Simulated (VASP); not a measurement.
Here is a VASP 6.6.1 calculation.

The input INCAR:

```
PREC = Accurate
ENCUT = 520
EDIFF = 1E-7
ISMEAR = -1
SIGMA = 0.1
LREAL = False
LASPH = True
NELM = 60
ALGO = Normal
ISIF = 2
LWAVE = False
LCHARG = True
GGA = PE
LELF = True
LVHAR = True
NBANDS = 12
```

KPOINTS

```
Automatic mesh
0
Gamma
  7 7 7
```

File POSCAR:

```
Ga
1.0
    0.0000000000      2.1170716826      2.1170716826
    2.1170716826      0.0000000000      2.1170716826
    2.1170716826      2.1170716826      0.0000000000
Ga
1
Direct
    0.0000000000      0.0000000000      0.0000000000
```

Potentials or basis: VASP PAW PBE potentials, release 64 (Ga_d).

The run is started by

```sh
$ cat potpaw_PBE.64/Ga_d/POTCAR > POTCAR
$ mpirun -np 1 vasp_std > vasp.out
```

What does it give for the pressure?

-1.4 GPa.

Caveat: the k points lie up to 0.37 Å⁻¹ apart.
